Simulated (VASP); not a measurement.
Something may be wrong with this VASP 6.6.1 calculation of BaTiO3.

File POSCAR:

```
BaTiO3
1.0
    2.8273666084      1.6323808724      2.3183934932
   -2.8273666084      1.6323808724      2.3183934932
    0.0000000000     -3.2647617449      2.3183934932
Ba Ti O
1 1 3
Direct
    0.0000000000      0.0000000000      0.0000000000
    0.4845000000      0.4845000000      0.4845000000
    0.5086000000      0.0175000000      0.5086000000
    0.0175000000      0.5086000000      0.5086000000
    0.5086000000      0.5086000000      0.0175000000
```

The input INCAR.step1:

```
SYSTEM = BaTiO3
  GGA = CA
  ISMEAR = 0
  SIGMA = 0.03
  LWAVE = .FALSE.
  LCHARG = .TRUE.
  NBANDS = 42
  PREC = Accurate
  LASPH = .TRUE.
  LREAL = .FALSE.
  ALGO = Normal
  EDIFF = 1E-6
  NELM = 120
  GGA_COMPAT = .FALSE.
  ENCUT = 460
  EFERMI = MIDGAP
  LMAXMIX = 4
  KPAR = 4
```

Contents of KPOINTS.step1:

```
k-points
0
Gamma
  6 6 6
```

The input INCAR.step2:

```
SYSTEM = BaTiO3
  GGA = CA
  ISMEAR = -5
  LWAVE = .FALSE.
  LCHARG = .FALSE.
  NBANDS = 42
  PREC = Accurate
  LASPH = .TRUE.
  LREAL = .FALSE.
  ALGO = Normal
  EDIFF = 1E-6
  NELM = 97
  GGA_COMPAT = .FALSE.
  ENCUT = 460
  EFERMI = MIDGAP
  LMAXMIX = 4
  NEDOS = 2001
  LORBIT = 11
  EMIN = -12.398
  EMAX = 12.602
  ICHARG = 11
```

The input KPOINTS.step2:

```
Automatic mesh
0
Gamma
  1 1 1
  0 0 0
```

Potentials or basis: VASP PAW LDA potentials, release 64 (Ba_sv, Ti_sv, O).

Launch:

```bash
$ cat potpaw_LDA.64/Ba_sv/POTCAR potpaw_LDA.64/Ti_sv/POTCAR potpaw_LDA.64/O/POTCAR > POTCAR
$ cp INCAR.step1 INCAR
$ cp KPOINTS.step1 KPOINTS
$ mpirun -np 4 vasp_std > vasp.out
$ cp INCAR.step2 INCAR
$ cp KPOINTS.step2 KPOINTS
$ mpirun -np 4 vasp_std > vasp.out
```

OUTCAR:

```text
SYSTEM = BaTiO3
   GGA = CA
   ISMEAR = -5
   PREC = Accurate
   LASPH = .TRUE.
   LREAL = .FALSE.
   EDIFF = 1E-6
   NELM = 97
   ENCUT = 460
   EFERMI = MIDGAP
   LORBIT = 11
   EMIN = -12.398
   ICHARG = 11

|       ---->  I REFUSE TO CONTINUE WITH THIS SICK JOB ... BYE!!! <----       |
|                                                                             |
 -----------------------------------------------------------------------------
```

On the terminal:

```text
POSCAR found type information on POSCAR BaTiO
 POSCAR found :  3 types and       5 ions
 scaLAPACK will be used
 LDA part: xc-table for (Slater(with rela. corr.)+CA(PZ))
[... 16 lines left out ...]

1
1
1
1
```

Q: How did it end, and where is the flaw?

A: The input was rejected before any iteration. The input holds a flaw that was put in on purpose: tetrahedra on too few k points (KPAR = left out; k = 1 × 1 × 1).

A sound run on the same cell differs in these lines of the main input:
```diff
@@ -12 +12 @@
-  NELM = 97
+  NELM = 120
@@ -21,0 +22 @@
+  KPAR = 4
```
